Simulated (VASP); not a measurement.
Write the native input for VASP 6.6.1 that does the following.

| Quantity | Value |
| --- | --- |
| Task | single point |
| Functional | PBE |
| Potentials or basis | VASP PAW PBE potentials, release 64 (Mo_sv, H) |
| Cutoff | 520 eV |
| k mesh | 5 × 5 × 1 |
| Occupations | gaussian, width 0.1 eV |
| Spin | no spin polarisation |
| Dipole correction | yes |
| Further INCAR settings | ALGO = Normal; EDIFF = 1e-06; NBANDS = 96 |

The structure of Mo12H lies in POSCAR:

```
Mo12H
1.0
    5.4740909337      0.0000000000      0.0000000000
   -1.8246969779      5.1610224267      0.0000000000
    0.0000000000      0.0000000000     19.8082441144
Mo H
12 1
Direct
    0.2500000000      0.2500000000      0.2019361220
    0.2500000000      0.7500000000      0.2019361220
    0.7500000000      0.2500000000      0.2019361220
    0.7500000000      0.7500000000      0.2019361220
    0.0000000000      0.0000000000      0.3106875863
    0.0000000000      0.5000000000      0.3106875863
    0.5000000000      0.0000000000      0.3106875863
    0.5000000000      0.5000000000      0.3106875863
    0.2500000000      0.2500000000      0.4194336493
    0.2500000000      0.7500000000      0.4194336493
    0.7500000000      0.2500000000      0.4194336493
    0.7500000000      0.7500000000      0.4194336493
    0.2500000000      0.2500000000      0.5084889634
```

These files were run (other wordings do the same):

INCAR

```
SYSTEM = Mo12H
  ALGO = Normal
  DIPOL = 0.5 0.5 0.326
  EDIFF = 1E-6
  ENCUT = 520
  GGA = PE
  IDIPOL = 3
  ISIF = 2
  ISMEAR = 0
  LASPH = .TRUE.
  LCHARG = .FALSE.
  LDIPOL = .TRUE.
  LREAL = .FALSE.
  LWAVE = .FALSE.
  NBANDS = 96
  NELM = 100
  PREC = Accurate
  SIGMA = 0.1
```

KPOINTS

```
k-points
0
G
  5 5 1
  0 0 0
```

Potentials or basis: VASP PAW PBE potentials, release 64 (Mo_sv, H).

Run with:

```bash
$ cat potpaw_PBE.64/Mo_sv/POTCAR potpaw_PBE.64/H/POTCAR > POTCAR
$ mpirun -np 1 vasp_std > vasp.out
```

Results of the run:

```yaml
Largest_force: 0.668 eV/Å
```

Run time: 15 min on 1 thread of Intel(R) Xeon(R) 6975P-C (Granite Rapids) (shared host), peak memory 0.71 GiB.
